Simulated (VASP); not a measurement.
Runs of VASP 6.6.1 on InP. The structure is that of space group I-4m2 (No. 119), or close to it. The cells are those of the table. 

| cell | gap on the mesh (eV) | pressure (GPa) |
| --- | --- | --- |
| a = 4.240, b = 4.240, c = 4.302 Å, angles 59.5, 59.5, 61.0°, 2 atoms | 0.59 | -3.6 |
| a = 4.179, b = 4.179, c = 4.302 Å, angles 59.0, 59.0, 62.0°, 2 atoms | 0.67 | -2.0 |
| a = 4.147, b = 4.147, c = 4.240 Å, angles 59.3, 59.3, 61.5°, 2 atoms | 0.89 | -0.1 |
| a = 4.209, b = 4.209, c = 4.302 Å, angles 59.3, 59.3, 61.5°, 2 atoms | (a) | (b) |
| a = 4.177, b = 4.177, c = 4.240 Å, angles 59.5, 59.5, 61.0°, 2 atoms | 0.85 | -1.1 |

Alike in all rows: task single point; level r2SCAN; potentials or basis VASP PAW PBE potentials, release 64 (In_d, P); no spin polarisation; k mesh 8 × 8 × 8; cutoff (eV) 520; smearing gaussian 0.05 eV.

**Question.** Fill in the values left out.

**Answer.** (a) 0.63; (b) -2.9.

Caveats: the PAW data sets were made with another functional, which shifts forces and pressure a little; spin-orbit coupling is left out, which moves the levels of the heavy elements; semilocal functionals underestimate gaps, and a narrow one can read as zero (at least some runs); the cell stands under tension (at least some runs).

A k mesh can miss the band edges, and the runs leave out spin-orbit coupling on In.
